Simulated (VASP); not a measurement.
Crystal: MnS.

```xyz
2
Lattice="0.0000 2.6045 2.6045 2.6045 0.0000 2.6045 2.6045 2.6045 0.0000" Properties=species:S:1:pos:R:3 pbc="T T T"
Mn    0.0000    0.0000    0.0000
S     2.6045    2.6045    2.6045
```

Program: VASP 6.6.1. Alike in all runs: task single point; potentials or basis VASP PAW PBE potentials, release 64 (Mn_pv, S); cell as given; smearing fermi-dirac 0.05 eV.

**Question.** Order these runs on this cell by their band gap on the k mesh, lowest first.
A. level r2SCAN+rVV10+U; spin collinear; U Mn d U = 3.0 eV; k mesh 9 × 9 × 9; cutoff (eV) 520
B. level PBE0; spin collinear, ferromagnetic start; k mesh 5 × 5 × 5; cutoff (eV) 520; grid for exact exchange (PRECFOCK) Normal; share of exact exchange 0.25
C. level PBE+U; spin collinear, ferromagnetic start; U Mn d U = 6.2 eV; k mesh 9 × 9 × 9; cutoff (eV) 520
D. level PBE-based screened hybrid with 50 % exact exchange; spin collinear, ferromagnetic start; k mesh 5 × 5 × 5; cutoff (eV) 400; grid for exact exchange (PRECFOCK) Normal; share of exact exchange 0.5; screening parameter 0.20787 1/Å
E. level PBE-based screened hybrid with 25 % exact exchange; spin collinear, ferromagnetic start; k mesh 5 × 5 × 5; cutoff (eV) 400; grid for exact exchange (PRECFOCK) Normal; share of exact exchange 0.25; screening parameter 0.20787 1/Å

**Answer.** A (metal), E (1.18 eV), C (1.36 eV), B (1.92 eV), D (2.95 eV).

Caveats: a cell with one magnetic atom can't hold antiferromagnetic order, which such compounds often take; an odd mesh through Γ misses points on the zone boundary, where band edges can lie (at least some runs).
